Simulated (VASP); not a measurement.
# Ir (Fm-3m) in VASP: notebook

Runs on Ir. Level: LDA. Tasks: single point, relaxation of volume and atoms at fixed shape.

All numbers are computed with VASP 6.6.1; they aren't measurements. Logs are shortened: lines on timing, memory, paths and dates and some standing lists are left out, and cuts for length are marked.

## Step 1: The cell of the first run

Symmetry: Fm-3m, No. 225, cubic system. The conventional cell has a = 3.811 Å, b = 3.811 Å, c = 3.811 Å, α = 90.00°, β = 90.00°, γ = 90.00°. Within 3.6 Å of Ir (site symmetry m-3m) lie 12 Ir at 2.69 Å.

## Step 2: Single point, LDA

The input, INCAR:

```
PREC = Accurate
ENCUT = 520
EDIFF = 1E-6
ISMEAR = 1
SIGMA = 0.05
LREAL = False
LASPH = True
NELM = 80
ALGO = Normal
ISIF = 2
LWAVE = False
LCHARG = False
NBANDS = 10
```

The input, KPOINTS:

```
Automatic mesh
0
Gamma
  21 21 21
```

The input, POSCAR:

```
Ir
1.0
    0.0000000000      1.9054243872      1.9054243872
    1.9054243872      0.0000000000      1.9054243872
    1.9054243872      1.9054243872      0.0000000000
Ir
1
Direct
    0.0000000000      0.0000000000      0.0000000000
```

Potentials or basis: VASP PAW LDA potentials, release 64 (Ir).

Launch:

```bash
> cat potpaw_LDA.64/Ir/POTCAR > POTCAR
> mpirun -np 1 vasp_std > vasp.out
```

OUTCAR:

```text
PREC = Accurate
   ENCUT = 520
   EDIFF = 1E-6
   ISMEAR = 1
   LREAL = False
   LASPH = True
   NELM = 80
   ISIF = 2

 ion  position               nearest neighbor table
   1  0.000  0.000  0.000-

  LATTYP: Found a face centered cubic cell.
 ALAT       =     3.8108487744

  Lattice vectors:

 A1 = (   0.0000000000,   1.9054243872,   1.9054243872)
 A2 = (   1.9054243872,   0.0000000000,   1.9054243872)
 A3 = (   1.9054243872,   1.9054243872,   0.0000000000)

Analysis of symmetry for initial positions (statically):
=====================================================================
 Subroutine PRICEL returns:
 Original cell was already a primitive cell.

 Routine SETGRP: Setting up the symmetry group for a
 face centered cubic supercell.

 Subroutine GETGRP returns: Found 48 space group operations
 (whereof 48 operations were pure point group operations)
 out of a pool of 48 trial point group operations.

The static configuration has the point symmetry O_h .

Analysis of symmetry for dynamics (positions and initial velocities):
=====================================================================
 Subroutine PRICEL returns:
 Original cell was already a primitive cell.

 Routine SETGRP: Setting up the symmetry group for a
 face centered cubic supercell.

 Subroutine GETGRP returns: Found 48 space group operations
 (whereof 48 operations were pure point group operations)
 out of a pool of 48 trial point group operations.

The dynamic configuration has the point symmetry O_h .

 Subroutine INISYM returns: Found 48 space group operations
 (whereof 48 operations are pure point group operations),
 and found     1 'primitive' translations

----------------------------------------------------------------------------------------

                                     Primitive cell

  volume of cell :      13.8358

  direct lattice vectors                    reciprocal lattice vectors
     0.000000000  1.905424387  1.905424387    -0.262408733  0.262408733  0.262408733
     1.905424387  0.000000000  1.905424387     0.262408733 -0.262408733  0.262408733
     1.905424387  1.905424387  0.000000000     0.262408733  0.262408733 -0.262408733

  length of vectors
     2.694677010  2.694677010  2.694677010     0.454505259  0.454505259  0.454505259

  position of ions in fractional coordinates (direct lattice)
     0.000000000  0.000000000  0.000000000

  ion indices of the primitive-cell ions
   primitive index   ion index
                 1           1

----------------------------------------------------------------------------------------

 KPOINTS: Automatic mesh

Automatic generation of k-mesh.
 Grid dimensions read from file:
 generate k-points for:   21   21   21

 Generating k-lattice:

  Cartesian coordinates                     Fractional coordinates (reciprocal lattice)
    -0.012495654  0.012495654  0.012495654     0.047619048  0.000000000  0.000000000
     0.012495654 -0.012495654  0.012495654     0.000000000  0.047619048  0.000000000
     0.012495654  0.012495654 -0.012495654     0.000000000  0.000000000  0.047619048

  Length of vectors
     0.021643108  0.021643108  0.021643108

  Shift w.r.t. Gamma in fractional coordinates (k-lattice)
     0.000000000  0.000000000  0.000000000

 Subroutine IBZKPT returns following result:
 ===========================================

 Found    286 irreducible k-points:

 Following reciprocal coordinates:
            Coordinates               Weight
  0.000000  0.000000  0.000000      1.000000
  0.047619  0.000000  0.000000      8.000000
  0.095238  0.000000  0.000000      8.000000
  0.142857  0.000000  0.000000      8.000000
  0.190476  0.000000  0.000000      8.000000
  0.238095  0.000000  0.000000      8.000000
[... 16 lines left out ...]
 -0.428571  0.047619  0.000000     24.000000
 -0.380952  0.047619  0.000000     24.000000
 [... further k-points ...]
   k-points           NKPTS =    286   k-points in BZ     NKDIM =    286   number of bands    NBANDS=     10
   number of dos      NEDOS =    301   number of ions     NIONS =      1
   total plane-waves  NPLWV =   8000
   dimension x,y,z NGX =    20 NGY =   20 NGZ =   20
   dimension x,y,z NGXF=    40 NGYF=   40 NGZF=   40
   ions per type =               1
   NGX,Y,Z   is equivalent  to a cutoff of  12.34, 12.34, 12.34 a.u.
   NGXF,Y,Z  is equivalent  to a cutoff of  24.68, 24.68, 24.68 a.u.
 SYSTEM =  unknown system
   PREC   = accura    normal or accurate (medium, high low for compatibility)
   ISTART =      0    job   : 0-new  1-cont  2-samecut
   ICHARG =      2    charge: 1-file 2-atom 10-const
   ISPIN  =      1    spin polarized calculation?
   LNONCOLLINEAR =      F non collinear calculations
   LSORBIT =      F    spin-orbit coupling
   LASPH  =      T    aspherical Exc in radial PAW
   ENCUT  =  520.0 eV  38.22 Ry    6.18 a.u.   5.01  5.01  5.01*2*pi/ulx,y,z
   NELM   =     80;   NELMIN=  2; NELMDL= -5     # of ELM steps
   EDIFF  = 0.1E-05   stopping-criterion for ELM
   LREAL  =      F    real-space projection
   EDIFFG = 0.1E-04   stopping-criterion for IOM
   NSW    =      0    number of steps for IOM
   IBRION =     -1    ionic relax: 0-MD 1-quasi-New 2-CG
   NFREE  =      0    steps in history (QN), initial steepest desc. (CG)
   ISIF   =      2    stress and relaxation
   ISYM   =      2    0-nonsym 1-usesym 2-fastsym
   POTIM  = 0.5000    time-step for ionic-motion
   TEBEG  =    0.0;   TEEND  =   0.0 temperature during run
   PSTRESS=    0.0 pullay stress
   NELECT =       9.0000    total number of electrons
   NUPDOWN=      -1.0000    fix difference up-down
   EMIN   =  10.00;   EMAX   =-10.00  energy-range for DOS
   EFERMI =   0.00;   METHOD = LEGACY
   ISMEAR =     1;   SIGMA  =   0.05  broadening in eV -4-tet -1-fermi 0-gaus
   EFERMI_NEDOS =   21; number of points for ismear=-14 and -15
   IALGO  =     38    algorithm
   IMIX   =      4    mixing-type and parameters
     AMIX     =   0.40;   BMIX     =  1.00
     AMIX_MAG =   1.60;   BMIX_MAG =  1.00
  volume/ion in A,a.u.               =      13.84        93.37
  Fermi-wavevector in a.u.,A,eV,Ry     =   1.418472  2.680522 27.375757  2.012061
  Thomas-Fermi vector in A             =   2.539593
   LORBIT       =      0    0 simple, 1 ext, 2 COOP (PROOUT), +10 PAW based schemes
   GGA     = CA    functional components
   LHFCALC =     F    Hartree Fock is set to
   AEXX    =    0.0000 exact exchange contribution
   IVDW    =     0    specifies the selected vdW correction
   LEPSILON=     F    determine dielectric tensor
   LRPA    =     F    only Hartree local field effects (RPA)
 non-spin polarized calculation
 Methfessel and Paxton  Order N= 1 SIGMA  =   0.05
  energy-cutoff  :      520.00
  volume of cell :       13.84
 maximum number of plane-waves:       383
   NGX =  9   NGY =  9   NGZ =  9

 number of electron       9.0000001 magnetization

 Free energy of the ion-electron system (eV)
  ---------------------------------------------------
  ext. energy  EPLUGINS =         0.00000000
  ---------------------------------------------------
  free energy    TOTEN  =       -10.32452731 eV

  energy without entropy =      -10.32440015  energy(sigma->0) =      -10.32448492

 E-fermi :  10.7316     XC(G=0): -14.2679

 val. band max:       10.7295156555   @ k =  -0.4286   0.4286   0.0476
 cond. band min:      10.7469781835   @ k =   0.4762   0.2381   0.0952
 fundamental gap:      0.0174625280
 Fermi energy:        10.7316262713

 k-point     1 :       0.0000    0.0000    0.0000
  band No.  band energies     occupation
      1      -0.6400      2.00000
      2       6.6569      2.00000
      3       6.6569      2.00000
      4       6.6569      2.00000
      5       9.4807      2.00000
      6       9.4807      2.00000
      7      25.0031      0.00000
      8      30.6751      0.00000
      9      30.6751      0.00000
     10      30.6751      0.00000

 k-point     2 :       0.0476    0.0000    0.0000
  band No.  band energies     occupation
      1      -0.5361      2.00000
      2       6.6002      2.00000
      3       6.7030      2.00000
      4       6.7030      2.00000
      5       9.4498      2.00000
      6       9.4498      2.00000
      7      25.1862      0.00000
      8      30.1096      0.00000
      9      30.8485      0.00000
     10      30.8485      0.00000

 k-point     3 :       0.0952    0.0000    0.0000
  band No.  band energies     occupation
      1      -0.2322      2.00000
      2       6.4485      2.00000
      3       6.8288      2.00000
      4       6.8288      2.00000
      5       9.3749      2.00000
      6       9.3749      2.00000
      7      25.7027      0.00000
      8      28.9197      0.00000
      9      31.3571      0.00000
     10      31.3571      0.00000

 k-point     4 :       0.1429    0.0000    0.0000
  band No.  band energies     occupation
      1       0.2449      2.00000
      2       6.2545      2.00000
      3       6.9927      2.00000
      4       6.9927      2.00000
      5       9.3115      2.00000
      6       9.3115      2.00000
      7      26.4246      0.00000
      8      27.6270      0.00000
      9      32.1669      0.00000
     10      32.1669      0.00000

 k-point     5 :       0.1905    0.0000    0.0000
  band No.  band energies     occupation
      1       0.8410      2.00000
      2       6.1022      2.00000
      3       7.1199      2.00000
      4       7.1199      2.00000
      5       9.3495      2.00000
      6       9.3495      2.00000
      7      26.1748      0.00000
      8      27.3391      0.00000
      9      33.2204      0.00000
     10      33.2204      0.00000

 k-point     6 :       0.2381    0.0000    0.0000
  band No.  band energies     occupation
      1       1.4589      2.00000
      2       6.1101      2.00000
      3       7.1371      2.00000
      4       7.1371      2.00000
      5       9.5708      2.00000
      6       9.5708      2.00000
      7      24.9175      0.00000
      8      27.6754      0.00000
      9      34.3978      0.00000
     10      34.3978      0.00000

 k-point     7 :       0.2857    0.0000    0.0000
  band No.  band energies     occupation
      1       1.9609      2.00000
      2       6.4202      2.00000
      3       7.0429      2.00000
      4       7.0429      2.00000
      5       9.9720      2.00000
      6       9.9720      2.00000
      7      23.5988      0.00000
      8      27.2345      0.00000
      9      34.8693      0.00000
     10      34.8695      0.00000

 k-point     8 :       0.3333    0.0000    0.0000
  band No.  band energies     occupation
      1       2.2491      2.00000
      2       6.8940      2.00000
      3       6.8940      2.00000
      4       7.1101      2.00000
      5      10.4734      2.00000
      6      10.4734      2.00000
      7      22.1725      0.00000
      8      26.3086      0.00000
      9      33.5620      0.00000
     10      33.5620      0.00000

 k-point     9 :       0.3810    0.0000    0.0000
  band No.  band energies     occupation
      1       2.3526      2.00000
      2       6.7450      2.00000
      3       6.7450      2.00000
      4       8.0879      2.00000
      5      10.9767     -0.00000
      6      10.9767     -0.00000
      7      20.6556      0.00000
      8      25.4479      0.00000
      9      32.2240      0.00000
     10      32.2240      0.00000
[... 118 lines left out ...]
 k-point    19 :       0.3810    0.0476    0.0000
  band No.  band energies     occupation
      1       2.4217      2.00000
      2       6.7027      2.00000
      3       6.8889      2.00000
      4       7.5237      2.00000
      5      10.7817     -0.05043
      6      11.0815     -0.00000
      7      21.1869      0.00000
      8      25.8388      0.00000
      9      31.8522      0.00000
     10      32.8988      0.00000

 k-point    20 :       0.4286    0.0476    0.0000
  band No.  band energies     occupation
      1       2.4531      2.00000
      2       6.5681      2.00000
      3       6.7557      2.00000
      4       8.4816      2.00000
      5      11.4150     -0.00000
      6      11.4526     -0.00000
      7      19.6726      0.00000
      8      25.1848      0.00000
      9      31.0038      0.00000
     10      31.6858      0.00000

 k-point    21 :       0.4762    0.0476    0.0000
  band No.  band energies     occupation
      1       2.4449      2.00000
      2       6.4908      2.00000
      3       6.6661      2.00000
      4       9.2441      2.00000
      5      11.6443     -0.00000
      6      11.9412      0.00000
      7      18.5145      0.00000
      8      24.8207      0.00000
      9      30.5721      0.00000
     10      30.8122      0.00000

 k-point    22 :      -0.4762    0.0476    0.0000
  band No.  band energies     occupation
      1       2.4406      2.00000
      2       6.4794      2.00000
      3       6.6341      2.00000
      4       9.4854      2.00000
      5      11.6040     -0.00000
      6      12.1723      0.00000
      7      18.1719      0.00000
      8      24.7321      0.00000
      9      30.4011      0.00000
     10      30.6466      0.00000

 k-point    23 :      -0.4286    0.0476    0.0000
  band No.  band energies     occupation
      1       2.4502      2.00000
      2       6.5338      2.00000
      3       6.6648      2.00000
      4       9.0706      2.00000
      5      11.3328     -0.00000
      6      12.0150      0.00000
      7      18.8413      0.00000
      8      24.9122      0.00000
      9      30.4956      0.00000
     10      31.2397      0.00000

 k-point    24 :      -0.3810    0.0476    0.0000
  band No.  band energies     occupation
      1       2.4533      2.00000
      2       6.6457      2.00000
      3       6.7557      2.00000
      4       8.2060      2.00000
      5      10.8830     -0.00016
      6      11.6253     -0.00000
      7      20.1663      0.00000
      8      25.3721      0.00000
      9      31.0580      0.00000
     10      32.3040      0.00000

 [... further k-points ...]
[... 5 lines left out ...]
  --------------------------------------------------------------------------------------
  -------------------------------------------------------------------------------------
  Total        0.2290564      0.2290564      0.2290564     -0.0000000      0.0000000      0.0000000
  in kB       26.5245406     26.5245406     26.5245406     -0.0000000      0.0000000      0.0000000
  external PRESSURE =      26.5245406 kB  Pullay stress =       0.0000000 kB

 VOLUME and BASIS-vectors are now :
 -----------------------------------------------------------------------------
  energy-cutoff  :      520.00
  volume of cell :       13.84
      direct lattice vectors                 reciprocal lattice vectors
     0.000000000  1.905424387  1.905424387    -0.262408733  0.262408733  0.262408733
     1.905424387  0.000000000  1.905424387     0.262408733 -0.262408733  0.262408733
     1.905424387  1.905424387  0.000000000     0.262408733  0.262408733 -0.262408733

 POSITION                                       TOTAL-FORCE (eV/Angst)
 -----------------------------------------------------------------------------------
      0.00000      0.00000      0.00000        -0.000000     -0.000000     -0.000000
 -----------------------------------------------------------------------------------
    total drift:                               -0.000000     -0.000000     -0.000000

  FREE ENERGIE OF THE ION-ELECTRON SYSTEM (eV)
  ---------------------------------------------------
  free  energy   TOTEN  =       -10.3245273107 eV

  energy  without entropy=      -10.3244001518  energy(sigma->0) =      -10.32448492
```

Wall time 39 s (1 thread of AMD EPYC 9R45 (Zen 5), shared host); peak memory 0.12 GiB.

What came out:

```
Free energy : -10.3245 eV
Pressure    : 2.7 GPa
```

Levels at points of the mesh, in eV from the Fermi level:
```tsv
k point	band 1	band 2	band 3	band 4	band 5	band 6	band 7	band 8	band 9
(0.00, 0.00, 0.00)	-11.37	-4.07	-4.07	-4.07	-1.25	-1.25	14.27	19.94	19.94
```

Caveat: spin-orbit coupling is left out, which moves the levels of the heavy elements.

## Step 3: Relaxation of volume and atoms at fixed shape, LDA

This run uses another cell than the first one, of 14.06 Å³/atom, 1.016 times its volume.

The input, INCAR:

```
PREC = Accurate
ENCUT = 600
EDIFF = 1E-6
ISMEAR = 1
SIGMA = 0.05
LREAL = False
LASPH = True
NELM = 60
ALGO = Normal
ISIF = 8
LWAVE = False
LCHARG = False
IBRION = 2
NSW = 80
EDIFFG = -0.02
```

The input, KPOINTS:

```
regular mesh
0
Gamma
  21 21 21
```

The input, POSCAR:

```
Ir
1.0
    0.0000000000      1.9156000000      1.9156000000
    1.9156000000      0.0000000000      1.9156000000
    1.9156000000      1.9156000000      0.0000000000
Ir
1
Direct
    0.0000000000      0.0000000000      0.0000000000
```

Potentials or basis: VASP PAW LDA potentials, release 64 (Ir).

Launch:

```bash
> cat potpaw_LDA.64/Ir/POTCAR > POTCAR
> mpirun -np 1 vasp_std > vasp.out
```

Wall time 93 s (1 thread of AMD EPYC 9R45 (Zen 5), shared host); peak memory 0.16 GiB.

Results (log left out):

```
Free energy                            : -10.3254 eV
Relaxed volume                         : 13.93 Å³/atom
Relaxed cell                           : a = 2.701 Å, b = 2.701 Å, c = 2.701 Å, α = 60.00°, β = 60.00°, γ = 60.00°
Space group after relaxing (to 0.05 Å) : Fm-3m (No. 225)
Energy gained by relaxing              : 1.5 meV/atom
Ionic steps                            : 3
Pressure after relaxing                : -0.1 GPa
```

Step by step:
| step | energy change (eV) | largest force (eV/Å) | pressure (GPa) | volume (Å³) |
| --- | --- | --- | --- | --- |
| 1 | 0.0000 | 0.0000 | -3.67 | 14.06 |
| 2 | 0.0244 | 0.0000 | 16.76 | 13.41 |
| 3 | -0.0015 | 0.0000 | -0.07 | 13.93 |

Final structure:
```yaml
crystal:
  lattice:
    - [0.00000, 1.90977, 1.90977]
    - [1.90977, 0.00000, 1.90977]
    - [1.90977, 1.90977, 0.00000]
  atoms:
    - { symbol: Ir, position: [0.00000, 0.00000, 0.00000] }
```

Levels at points of the mesh, in eV from the Fermi level:
```tsv
k point	band 1	band 2	band 3	band 4	band 5	band 6	band 7	band 8
(0.00, 0.00, 0.00)	-11.30	-4.03	-4.03	-4.03	-1.24	-1.24	14.29	19.92
```

Caveat: spin-orbit coupling is left out, which moves the levels of the heavy elements. LDA usually gives volumes a few per cent too small.
